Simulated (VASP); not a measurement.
# CoO in VASP: notebook, part 2 of 2

VASP 6.6.1. The steps go on from the part before.

### Step 4. Electric field gradients, PBEsol, collinear spin, ferromagnetic start (equal xy, yz and zx shear strains of +1 %)

File INCAR:

```
SYSTEM = CoO
  PREC = Accurate
  ENCUT = 520
  EDIFF = 1E-8
  ISMEAR = -1
  SIGMA = 0.05
  LREAL = .FALSE.
  LASPH = .TRUE.
  NELM = 150
  ALGO = Normal
  ISIF = 2
  LWAVE = .FALSE.
  LCHARG = .FALSE.
  ISPIN = 2
  MAGMOM = 2 0
  LORBIT = 11
  LMAXMIX = 4
  GGA = PS
  LEFG = .TRUE.
  NBANDS = 18
```

File KPOINTS:

```
regular mesh
0
G
  16 16 16
  0 0 0
```

File POSCAR:

```
CoO
1.0
    0.0213150000      2.1421575000      2.1421575000
    2.1421575000      0.0213150000      2.1421575000
    2.1421575000      2.1421575000      0.0213150000
Co O
1 1
Direct
    0.0000000000      0.0000000000      0.0000000000
    0.5000000000      0.5000000000      0.5000000000
```

Potentials or basis: VASP PAW PBE potentials, release 64 (Co, O).

Run with:

```bash
$ cat potpaw_PBE.64/Co/POTCAR potpaw_PBE.64/O/POTCAR > POTCAR
$ mpirun -np 1 vasp_std > vasp.out
```

OUTCAR:

```text
SYSTEM = CoO
   PREC = Accurate
   ENCUT = 520
   EDIFF = 1E-8
   ISMEAR = -1
   LREAL = .FALSE.
   LASPH = .TRUE.
   NELM = 150
   ISIF = 2
   ISPIN = 2
   LORBIT = 11
   GGA = PS

 ion  position               nearest neighbor table
   1  0.000  0.000  0.000-   2 2.13   2 2.13   2 2.13   2 2.13   2 2.13   2 2.13
   2  0.500  0.500  0.500-   1 2.13   1 2.13   1 2.13   1 2.13   1 2.13   1 2.13

  LATTYP: Found a trigonal (rhomboedric) cell.
 ALAT       =     3.0295431733
 COS(alpha) =     0.5099250056

  Lattice vectors:

 A1 = (   0.0213150000,   2.1421575000,   2.1421575000)
 A2 = (   2.1421575000,   0.0213150000,   2.1421575000)
 A3 = (   2.1421575000,   2.1421575000,   0.0213150000)

Analysis of symmetry for initial positions (statically):
=====================================================================
 Subroutine PRICEL returns:
 Original cell was already a primitive cell.

 Routine SETGRP: Setting up the symmetry group for a
 trigonal (rhombohedral) supercell.

 Subroutine GETGRP returns: Found 12 space group operations
 (whereof 12 operations were pure point group operations)
 out of a pool of 12 trial point group operations.

The static configuration has the point symmetry D_3d.

Analysis of symmetry for dynamics (positions and initial velocities):
=====================================================================
 Subroutine PRICEL returns:
 Original cell was already a primitive cell.

 Routine SETGRP: Setting up the symmetry group for a
[... 1188 lines left out ...]
 [... further k-points ...]
[... 5 lines left out ...]
  --------------------------------------------------------------------------------------
  -------------------------------------------------------------------------------------
  Total       -1.3574818     -1.3574818     -1.3574818      0.0216866      0.0216866      0.0216866
  in kB     -112.3029179   -112.3029179   -112.3029179      1.7941055      1.7941055      1.7941055
  external PRESSURE =    -112.3029179 kB  Pullay stress =       0.0000000 kB

 VOLUME and BASIS-vectors are now :
 -----------------------------------------------------------------------------
  energy-cutoff  :      520.00
  volume of cell :       19.37
      direct lattice vectors                 reciprocal lattice vectors
     0.021315000  2.142157500  2.142157500    -0.236922472  0.234588260  0.234588260
     2.142157500  0.021315000  2.142157500     0.234588260 -0.236922472  0.234588260
     2.142157500  2.142157500  0.021315000     0.234588260  0.234588260 -0.236922472

 POSITION                                       TOTAL-FORCE (eV/Angst)
 -----------------------------------------------------------------------------------
      0.00000      0.00000      0.00000         0.000000      0.000000      0.000000
      2.15282      2.15282      2.15282         0.000000      0.000000     -0.000000
 -----------------------------------------------------------------------------------
    total drift:                                0.000000     -0.000000     -0.000000

  FREE ENERGIE OF THE ION-ELECTRON SYSTEM (eV)
  ---------------------------------------------------
  free  energy   TOTEN  =       -13.9583418582 eV

  energy  without entropy=      -13.9255878074  energy(sigma->0) =      -13.94196483

 Electric field gradients (V/A^2)
---------------------------------------------------------------------
 ion       V_xx      V_yy      V_zz      V_xy      V_xz      V_yz
---------------------------------------------------------------------
   1       0.000     0.000    -0.000     1.097     1.097     1.097
   2      -0.000     0.000    -0.000     1.481     1.481     1.481
---------------------------------------------------------------------

 Electric field gradients after diagonalization (V/A^2)
 (convention: |V_zz| > |V_xx| > |V_yy|)
----------------------------------------------------------------------
 ion       V_xx      V_yy      V_zz     asymmetry (V_yy - V_xx)/ V_zz
----------------------------------------------------------------------
   1      -1.097    -1.097     2.194       0.000
   2      -1.481    -1.481     2.963       0.000
----------------------------------------------------------------------

           NMR quadrupolar parameters

 Cq : quadrupolar parameter    Cq=e*Q*V_zz/h
 eta: asymmetry parameters     (V_yy - V_xx)/ V_zz
 Q  : nuclear electric quadrupole moment in mb (millibarn)
----------------------------------------------------------------------
 ion       Cq(MHz)       eta       Q (mb)
----------------------------------------------------------------------
   1       0.005       0.000       1.000
   2       0.007       0.000       1.000
----------------------------------------------------------------------

 total charge

# of ion       s       p       d       tot
------------------------------------------
    1        0.297   0.360   7.141   7.797
    2        1.550   3.399   0.000   4.949
--------------------------------------------------
tot          1.847   3.758   7.141  12.746

 magnetization (x)

# of ion       s       p       d       tot
------------------------------------------
    1        0.020   0.017   2.534   2.571
    2        0.029   0.290   0.000   0.319
--------------------------------------------------
tot          0.049   0.307   2.534   2.890
```

OSZICAR:

```text
N       E                     dE             d eps       ncg     rms          rms(c)
DAV:   1     0.762948295330E+02    0.76295E+02   -0.65482E+03 31106   0.956E+02
DAV:   2    -0.114841825587E+02   -0.87779E+02   -0.75662E+02 31728   0.221E+02
[... 11 lines left out ...]
DAV:  14    -0.139583431146E+02    0.36473E-04   -0.45179E-05 46480   0.917E-02    0.361E-02
DAV:  15    -0.139583437253E+02   -0.61074E-06   -0.90163E-06 44428   0.364E-02    0.248E-02
DAV:  16    -0.139583417312E+02    0.19941E-05   -0.52174E-06 44204   0.330E-02    0.834E-03
DAV:  17    -0.139583418915E+02   -0.16022E-06   -0.16141E-06 43478   0.125E-02    0.414E-03
DAV:  18    -0.139583418609E+02    0.30557E-07   -0.15886E-07 44404   0.654E-03    0.134E-03
DAV:  19    -0.139583418582E+02    0.27092E-08   -0.96225E-08 35920   0.359E-03
   1 F= -.13958342E+02 E0= -.13941965E+02  d E =-.327541E-01  mag=     2.9444
```

stdout:

```text
POSCAR found type information on POSCAR CoO
 POSCAR found :  2 types and       2 ions
 scaLAPACK will be used
 -----------------------------------------------------------------------------
|                                                                             |
|                                                                             |
|     You enforced a specific xc type in the INCAR file but a different       |
|     I HOPE YOU KNOW WHAT YOU ARE DOING!                                     |
|                                                                             |
 -----------------------------------------------------------------------------

 LDA part: xc-table for (Slater+PW92), standard interpolation
 POSCAR, INCAR and KPOINTS ok, starting setup
 FFT: planning ... GRIDC
 FFT: planning ... GRID_SOFT
 FFT: planning ... GRID
 WAVECAR not read
 entering main loop
ion   1

ion   2
```

Wall time 4 min (1 thread of Intel Xeon Platinum 8259CL at 2.50GHz (Skylake/Cascade Lake), shared host); peak memory 0.33 GiB.

Results:

- Free energy: -13.9583 eV
- Pressure: -11.2 GPa
- Net moment: 2.94 μB per cell
- Site moments: Co +2.57; O +0.32 μB
- Largest electric field gradient by atom: Co +2.2; O +3.0 V/Å²
- Valence electrons inside the program's atomic spheres: Co 7.80; O 4.95

Levels at points of the mesh, in eV from the Fermi level:
Spin up:
```
           k point  band 5  band 6  band 7  band 8  band 9  band 10  band 11  band 12  band 13  band 14
(0.00, 0.00, 0.00)   -3.20   -3.17   -3.17   -3.12   -3.12     0.83    16.56    17.62    18.04    18.04
(0.50, 0.00, 0.00)   -2.45   -2.38   -1.85    0.06    0.08     4.82     9.22    13.04    13.24    20.15
(0.50, 0.50, 0.00)   -4.01   -2.94   -2.43   -2.15   -2.13     5.67     9.61    11.45    15.42    15.63
(0.50, 0.50, 0.50)   -2.42   -2.42   -1.92    0.05    0.05     4.94     9.00    13.42    13.42    20.38
```
Spin down:
| k point | band 2 | band 3 | band 4 | band 5 | band 6 | band 7 | band 8 | band 9 | band 10 | band 11 |
| --- | --- | --- | --- | --- | --- | --- | --- | --- | --- | --- |
| (0.00, 0.00, 0.00) | -2.66 | -2.55 | -2.55 | -1.14 | -1.08 | -1.08 | -0.13 | -0.13 | 1.39 | 16.51 |
| (0.50, 0.00, 0.00) | -7.64 | -4.76 | -4.67 | -0.14 | -0.09 | 0.21 | 2.55 | 2.58 | 5.13 | 10.05 |
| (0.50, 0.50, 0.00) | -6.46 | -3.91 | -3.80 | -2.25 | 0.14 | 0.15 | 0.34 | 0.81 | 6.51 | 10.12 |
| (0.50, 0.50, 0.50) | -7.70 | -4.63 | -4.63 | -0.14 | -0.14 | 0.17 | 2.54 | 2.54 | 5.25 | 9.82 |

Electric field gradients, principal values (V/Å²):
```tsv
atom	least	middle	greatest (by size)
1 Co	-1.097	-1.097	2.194
2 O	-1.481	-1.481	2.963
```

Caveat: the cell differs from its parent crystal (equal xy, yz and zx shear strains of +1 %); the cell stands under tension; without QUAD_EFG the Cq values of the log hold for a quadrupole moment of 1 mb, not for the nuclei; the PAW data sets were made with another functional, which shifts forces and pressure a little; a cell with one magnetic atom can't hold antiferromagnetic order, which such compounds often take; semilocal functionals often make such compounds metallic where correlation or magnetic order opens a gap, which also shifts bond lengths.

### Step 5. Summary

```csv
cell,gap on the mesh (eV),pressure (GPa),moment (μB)
"a = 2.984, b = 2.984, c = 3.014 Å, angles 59.7, 59.7, 60.7°, 2 atoms",none,-8.2,2.89
"a = 2.999 Å, angles 60.7°, 2 atoms",none,-11.2,2.94
"a = 3.030 Å, angles 59.3°, 2 atoms",none,-11.2,2.94
```

Alike in all rows: task electric field gradients; level PBEsol; potentials or basis VASP PAW PBE potentials, release 64 (Co, O); spin collinear, ferromagnetic start; k mesh 16 × 16 × 16; cutoff (eV) 520; smearing fermi-dirac 0.05 eV.

Caveats: the cell stands under tension; the PAW data sets were made with another functional, which shifts forces and pressure a little; a cell with one magnetic atom can't hold antiferromagnetic order, which such compounds often take; semilocal functionals often make such compounds metallic where correlation or magnetic order opens a gap, which also shifts bond lengths.

Total energies depend on the potentials used, so only differences within one code and one set of settings carry meaning.
